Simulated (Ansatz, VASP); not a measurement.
## KF in VASP and in Ansatz

Contents of INCAR:

```
SYSTEM = KF
PREC = Accurate
ENCUT = 520
EDIFF = 1E-6
ISMEAR = -1
SIGMA = 0.05
LREAL = .FALSE.
LASPH = .TRUE.
NELM = 80
ALGO = Normal
ISIF = 2
LWAVE = .FALSE.
LCHARG = .FALSE.
GGA = PE
IBRION = 2
NSW = 60
EDIFFG = -0.01
```

The input KPOINTS:

```
regular mesh
0
G
  9 9 9
  0 0 0
```

POSCAR

```
KF
1.0
    0.0000000000      2.6718500000      2.6718500000
    2.5649760000      0.0000000000      2.6718500000
    2.5649760000      2.6718500000      0.0000000000
K F
1 1
Direct
    0.0000000000      0.0000000000      0.0000000000
    0.5000000000      0.5000000000      0.5000000000
```

File input.yaml:

```yaml
crystal:
  lattice:
    - [0.0, 2.67185, 2.67185]
    - [2.564976, 0.0, 2.67185]
    - [2.564976, 2.67185, 0.0]
  atoms:
    - { symbol: K, position: [0.0, 0.0, 0.0] }
    - { symbol: F, position: [0.5, 0.5, 0.5] }
hamiltonian:
  xc: pbe
  pseudopotentials: { kind: paw }
kpoints:
  mp_grid: { grid: [9, 9, 9] }
scf:
  occupations: { method: fermi_dirac, width: 0.05 }
output:
  forces: true
  stress: true
  eigenvalues: true
relax:
  f_tol: 0.01
  max_steps: 40
```

Alike in both runs: task relaxation of the atoms; functional PBE; k mesh 9 × 9 × 9; occupations fermi-dirac, width 0.05 eV; no spin polarisation.

|  | VASP | Ansatz |
| --- | --- | --- |
| version | VASP 6.6.1 | Ansatz 0.2.0 |
| potentials or method | VASP PAW PBE potentials, release 64 (K_sv, F) | Ansatz PAW |
| plane-wave cutoff (eV) | 520 | 420 |
| valence electrons in the cell | 16 | 16 |

|  | VASP | Ansatz | Ansatz less VASP |
| --- | --- | --- | --- |
| gap on the k mesh at the Fermi level, each at its own relaxed structure (eV) | 6.32 | 6.34 | +0.018 |

Noted on VASP's run: the relaxation stopped at its first step, so nothing moved. Noted on Ansatz's run: the relaxation stopped at its first step, so nothing moved; odd divisions of the mesh miss points on the zone boundary, where band edges often lie, so the gap on the mesh can be too wide.
